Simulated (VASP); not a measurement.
# P in VASP: single point with PBE+D3(BJ)

Aim: the single point of P with PBE+D3(BJ).

All numbers are computed with VASP 6.6.1; they aren't measurements. Logs are shortened: lines on timing, memory, paths and dates and some standing lists are left out, and cuts for length are marked.

## (1) The cell of the first run

The cell holds a sheet with vacuum, 8 atoms: a = 6.516 Å, b = 3.258 Å, c = 34.679 Å, α = 90.00°, β = 90.00°, γ = 120.00°.

## (2) Single point, PBE+D3(BJ)

INCAR

```
SYSTEM = P
PREC = Accurate ; ENCUT = 520
EDIFF = 1E-6 ; ISMEAR = 0
SIGMA = 0.1 ; LREAL = .FALSE.
LASPH = .TRUE. ; NELM = 60
ALGO = Normal ; ISIF = 2
LWAVE = .FALSE. ; LCHARG = .TRUE.
LDIPOL = .TRUE. ; IDIPOL = 3
DIPOL = 0.5 0.5 0.288 ; GGA = PE
IVDW = 12 ; LELF = .TRUE.
LVHAR = .TRUE. ; LVACPOTAV = .TRUE.
NBANDS = 30
```

KPOINTS

```
Automatic mesh
0
G
  6 6 1
  0 0 0
```

POSCAR

```
P
1.0
    6.5157564442     -0.0000005009      0.0000000000
   -1.6289388942      2.8214054280      0.0000000000
    0.0000000000      0.0000000000     34.6790344000
P
8
Direct
    0.3333333333      0.3333333333      0.2403630790
    0.8333333333      0.3333333333      0.2403630790
    0.1666666667      0.6666666667      0.2045332023
    0.6666666667      0.6666666667      0.2045332023
    0.1666666667      0.6666666667      0.3721841241
    0.6666666667      0.6666666667      0.3721841241
    0.5000000000      0.0000000000      0.3363542474
    0.0000000000      0.0000000000      0.3363542474
```

Potentials or basis: VASP PAW PBE potentials, release 64 (P).

Started as:

```bash
cat potpaw_PBE.64/P/POTCAR > POTCAR
mpirun -np 1 vasp_std > vasp.out
```

OUTCAR:

```text
SYSTEM = P
   PREC = Accurate
   ENCUT = 520
   EDIFF = 1E-6
   ISMEAR = 0
   LREAL = .FALSE.
   LASPH = .TRUE.
   NELM = 60
   ISIF = 2
   GGA = PE
   IVDW = 12
 IVDW          = 12

 ion  position               nearest neighbor table
   1  0.333  0.333  0.240-   3 2.25   3 2.25   4 2.25
   2  0.833  0.333  0.240-   4 2.25   4 2.25   3 2.25
   3  0.167  0.667  0.205-   1 2.25   1 2.25   2 2.25
   4  0.667  0.667  0.205-   2 2.25   2 2.25   1 2.25
   5  0.167  0.667  0.372-   7 2.25   8 2.25   8 2.25
   6  0.667  0.667  0.372-   8 2.25   7 2.25   7 2.25
   7  0.500  0.000  0.336-   5 2.25   6 2.25   6 2.25
   8  0.000  0.000  0.336-   6 2.25   5 2.25   5 2.25

  Warning from LATTYP: Monoclinic adjustment (A1->A3, A2->A1, A3->A2)!
  LATTYP: Found a simple orthorhombic cell.
 ALAT       =     3.2578782221
 B/A-ratio  =     1.7320508075
 C/A-ratio  =    10.6446687186

  Lattice vectors:

 A1 = (   1.6289388942,  -2.8214054280,   0.0000000000)
 A2 = (   4.8868175500,   2.8214049271,   0.0000000000)
 A3 = (   0.0000000000,   0.0000000000,  34.6790344000)

Analysis of symmetry for initial positions (statically):
=====================================================================
 Subroutine PRICEL returns following result:

  LATTYP: Found a hexagonal cell.
 ALAT       =     3.2578782221
 C/A-ratio  =    10.6446687187

  Lattice vectors:

 A1 = (   3.2578782221,  -0.0000002504,   0.0000000000)
 A2 = (  -1.6289388942,   2.8214054280,   0.0000000000)
 A3 = (   0.0000000000,   0.0000000000,  34.6790344000)

   2 primitive cells build up your supercell.

 Routine SETGRP: Setting up the symmetry group for a
 simple orthorhombic supercell.

 Subroutine GETGRP returns: Found  4 space group operations
 (whereof  2 operations were pure point group operations)
 out of a pool of  8 trial point group operations.

The static configuration has the point symmetry C_1h.
 The point group associated with its full space group is C_2h.

Analysis of symmetry for dynamics (positions and initial velocities):
=====================================================================
 Subroutine PRICEL returns following result:

  LATTYP: Found a hexagonal cell.
 ALAT       =     3.2578782221
 C/A-ratio  =    10.6446687187

  Lattice vectors:

 A1 = (   3.2578782221,  -0.0000002504,   0.0000000000)
 A2 = (  -1.6289388942,   2.8214054280,   0.0000000000)
 A3 = (   0.0000000000,   0.0000000000,  34.6790344000)

   2 primitive cells build up your supercell.

 Routine SETGRP: Setting up the symmetry group for a
 simple orthorhombic supercell.

 Subroutine GETGRP returns: Found  4 space group operations
 (whereof  2 operations were pure point group operations)
 out of a pool of  8 trial point group operations.

The dynamic configuration has the point symmetry C_1h.
 The point group associated with its full space group is C_2h.

 Subroutine INISYM returns: Found  4 space group operations
 (whereof  2 operations are pure point group operations),
 and found     2 'primitive' translations

----------------------------------------------------------------------------------------

                                     Primitive cell

  volume of cell :     318.7626

  direct lattice vectors                    reciprocal lattice vectors
     3.257878222 -0.000000250  0.000000000     0.306948258  0.177216628  0.000000000
    -1.628938894  2.821405428  0.000000000     0.000000027  0.354433303  0.000000000
     0.000000000  0.000000000 34.679034400     0.000000000  0.000000000  0.028835866

  length of vectors
     3.257878222  3.257878222 34.679034400     0.354433303  0.354433303  0.028835866

  position of ions in fractional coordinates (direct lattice)
     0.666666667  0.333333333  0.240363079
     0.333333333  0.666666667  0.204533202
     0.333333333  0.666666667  0.372184124
     0.000000000  1.000000000  0.336354247

  ion indices of the primitive-cell ions
   primitive index   ion index
                 1           1
                 2           3
                 3           5
                 4           7

----------------------------------------------------------------------------------------

 KPOINTS: Automatic mesh

Automatic generation of k-mesh.
 Grid dimensions read from file:
 generate k-points for:    6    6    1

 Generating k-lattice:

  Cartesian coordinates                     Fractional coordinates (reciprocal lattice)
     0.025579021  0.014768052  0.000000000     0.166666667  0.000000000  0.000000000
     0.000000005  0.059072217  0.000000000     0.000000000  0.166666667  0.000000000
     0.000000000  0.000000000  0.028835866     0.000000000  0.000000000  1.000000000

  Length of vectors
     0.029536109  0.059072217  0.028835866

  Shift w.r.t. Gamma in fractional coordinates (k-lattice)
     0.000000000  0.000000000  0.000000000

 Subroutine IBZKPT returns following result:
 ===========================================

 Found     16 irreducible k-points:

 Following reciprocal coordinates:
            Coordinates               Weight
  0.000000  0.000000  0.000000      1.000000
  0.166667 -0.000000  0.000000      2.000000
  0.333333 -0.000000  0.000000      2.000000
  0.500000 -0.000000  0.000000      1.000000
 -0.000000  0.166667  0.000000      4.000000
  0.166667  0.166667  0.000000      4.000000
[... 8 lines left out ...]
  0.333333  0.500000  0.000000      2.000000
  0.500000  0.500000  0.000000      1.000000
   k-points           NKPTS =     16   k-points in BZ     NKDIM =     16   number of bands    NBANDS=     30
   number of dos      NEDOS =    301   number of ions     NIONS =      8
   total plane-waves  NPLWV = 311040
   dimension x,y,z NGX =    48 NGY =   24 NGZ =  270
   dimension x,y,z NGXF=    96 NGYF=   48 NGZF=  540
   ions per type =               8
   NGX,Y,Z   is equivalent  to a cutoff of  12.25, 12.25, 12.94 a.u.
   NGXF,Y,Z  is equivalent  to a cutoff of  24.49, 24.49, 25.89 a.u.
 SYSTEM =  P
   PREC   = accura    normal or accurate (medium, high low for compatibility)
   ISTART =      0    job   : 0-new  1-cont  2-samecut
   ICHARG =      2    charge: 1-file 2-atom 10-const
   ISPIN  =      1    spin polarized calculation?
   LNONCOLLINEAR =      F non collinear calculations
   LSORBIT =      F    spin-orbit coupling
   LASPH  =      T    aspherical Exc in radial PAW
   ENCUT  =  520.0 eV  38.22 Ry    6.18 a.u.  12.11  6.06 64.48*2*pi/ulx,y,z
   NELM   =     60;   NELMIN=  2; NELMDL= -5     # of ELM steps
   EDIFF  = 0.1E-05   stopping-criterion for ELM
   LREAL  =      F    real-space projection
   EDIFFG = 0.1E-04   stopping-criterion for IOM
   NSW    =      0    number of steps for IOM
   IBRION =     -1    ionic relax: 0-MD 1-quasi-New 2-CG
   NFREE  =      0    steps in history (QN), initial steepest desc. (CG)
   ISIF   =      2    stress and relaxation
   ISYM   =      2    0-nonsym 1-usesym 2-fastsym
   POTIM  = 0.5000    time-step for ionic-motion
   TEBEG  =    0.0;   TEEND  =   0.0 temperature during run
   PSTRESS=    0.0 pullay stress
   NELECT =      40.0000    total number of electrons
   NUPDOWN=      -1.0000    fix difference up-down
   EMIN   =  10.00;   EMAX   =-10.00  energy-range for DOS
   EFERMI =   0.00;   METHOD = LEGACY
   ISMEAR =     0;   SIGMA  =   0.10  broadening in eV -4-tet -1-fermi 0-gaus
   EFERMI_NEDOS =   21; number of points for ismear=-14 and -15
   IALGO  =     38    algorithm
   IMIX   =      4    mixing-type and parameters
     AMIX     =   0.40;   BMIX     =  1.00
     AMIX_MAG =   1.60;   BMIX_MAG =  1.00
  volume/ion in A,a.u.               =      79.69       537.78
  Fermi-wavevector in a.u.,A,eV,Ry     =   0.650523  1.229309  5.757709  0.423180
  Thomas-Fermi vector in A             =   1.719828
   LORBIT       =      0    0 simple, 1 ext, 2 COOP (PROOUT), +10 PAW based schemes
   GGA     = PE    functional components
   LHFCALC =     F    Hartree Fock is set to
   AEXX    =    0.0000 exact exchange contribution
   IVDW    =    12    specifies the selected vdW correction
   LEPSILON=     F    determine dielectric tensor
   LRPA    =     F    only Hartree local field effects (RPA)
 non-spin polarized calculation
 Gauss-broadening in eV      SIGMA  =   0.10
  energy-cutoff  :      520.00
  volume of cell :      637.53
 maximum number of plane-waves:     17292
   NGX = 25   NGY = 13   NGZ =129

 dipolmoment           0.000000      0.000000     -0.000004 electrons x Angstroem

 number of electron      39.9999992 magnetization

 dipolmoment           0.000000      0.000000      0.000005 electrons x Angstroem

 Free energy of the ion-electron system (eV)
  ---------------------------------------------------
  ext. energy  EPLUGINS =         0.00000000
  ---------------------------------------------------
  free energy    TOTEN  =       -42.77057230 eV

  energy without entropy =      -42.77057230  energy(sigma->0) =      -42.77057230

 E-fermi :  -2.4092     XC(G=0):  -2.7777

 val. band max:       -2.9094733998   @ k =   0.1667   0.1667   0.0000
 cond. band min:      -1.6644463415   @ k =   0.3333  -0.0000   0.0000
 fundamental gap:      1.2450270583
 Fermi energy:        -2.4091589099

 k-point     1 :       0.0000    0.0000    0.0000
  band No.  band energies     occupation
      1     -17.6871      2.00000
      2     -17.6144      2.00000
      3     -14.4707      2.00000
      4     -14.4656      2.00000
      5     -12.4770      2.00000
      6     -12.3929      2.00000
[... 22 lines left out ...]
     29       0.6182      0.00000
     30       0.6488      0.00000

 k-point     2 :       0.1667   -0.0000    0.0000
  band No.  band energies     occupation
      1     -17.5733      2.00000
      2     -17.5009      2.00000
      3     -15.0491      2.00000
      4     -14.9962      2.00000
      5     -11.7669      2.00000
      6     -11.6776      2.00000
[... 454 lines left out ...]
 k-point    16 :       0.5000    0.5000    0.0000
  band No.  band energies     occupation
      1     -14.7887      2.00000
      2     -14.7887      2.00000
      3     -14.7324      2.00000
      4     -14.7324      2.00000
      5     -11.4709      2.00000
      6     -11.4709      2.00000
[... 22 lines left out ...]
     29       2.6981      0.00000
     30       2.7001      0.00000

------------------------ aborting loop because EDIFF is reached ----------------------------------------

 Edisp (eV)   -2.12293

 E8    (eV) :    -0.8316

  FORCE on cell =-STRESS in cart. coord.  units (eV):
  Direction    XX          YY          ZZ          XY          YZ          ZX
  --------------------------------------------------------------------------------------
  -------------------------------------------------------------------------------------
  Total      -0.36000    -0.13616    -0.51960    -0.19385    -0.00853    -0.01478
  in kB      -0.90472    -0.34219    -1.30583    -0.48717    -0.02145    -0.03714
  external pressure =       -0.85 kB  Pullay stress =        0.00 kB

 VOLUME and BASIS-vectors are now :
 -----------------------------------------------------------------------------
  energy-cutoff  :      520.00
  volume of cell :      637.53
      direct lattice vectors                 reciprocal lattice vectors
     6.515756444 -0.000000501  0.000000000     0.153474129  0.088608314  0.000000000
    -1.628938894  2.821405428  0.000000000     0.000000027  0.354433303  0.000000000
     0.000000000  0.000000000 34.679034400     0.000000000  0.000000000  0.028835866

 POSITION                                       TOTAL-FORCE (eV/Angst)
 -----------------------------------------------------------------------------------
      1.62894      0.94047      8.33556        -0.001989     -0.001148     -0.100475
      4.88682      0.94047      8.33556        -0.001989     -0.001148     -0.100475
      0.00000      1.88094      7.09301         0.002408      0.001390      0.099731
      3.25788      1.88094      7.09301         0.002408      0.001390      0.099731
      0.00000      1.88094     12.90699        -0.002408     -0.001390     -0.099731
      3.25788      1.88094     12.90699        -0.002408     -0.001390     -0.099731
      3.25788     -0.00000     11.66444         0.001989      0.001148      0.100475
      0.00000      0.00000     11.66444         0.001989      0.001148      0.100475
 -----------------------------------------------------------------------------------
    total drift:                               -0.000000     -0.000000      0.000077

  FREE ENERGIE OF THE ION-ELECTRON SYSTEM (eV)
  ---------------------------------------------------
  free  energy   TOTEN  =       -44.8935009877 eV

  energy  without entropy=      -44.8935009877  energy(sigma->0) =      -44.89350099

 vacuum level on the upper side and lower side of the slab         2.718         2.718
```

Run time: 9.2 min. Hardware: 1 thread of Oxide Virtual Turin-like, shared host; peak memory 0.67 GiB.

What came out:

| Item | Value |
| --- | --- |
| Free energy | -44.8935 eV |
| Largest force | 0.101 eV/Å |
| Band gap on the k mesh | 1.25 eV |
| Dispersion energy per atom | -0.265 eV |

Forces on the atoms (eV/Å):
```
P   -0.002 -0.001 -0.100
P   -0.002 -0.001 -0.100
P    0.002  0.001  0.100
P    0.002  0.001  0.100
P   -0.002 -0.001 -0.100
P   -0.002 -0.001 -0.100
P    0.002  0.001  0.100
P    0.002  0.001  0.100
```
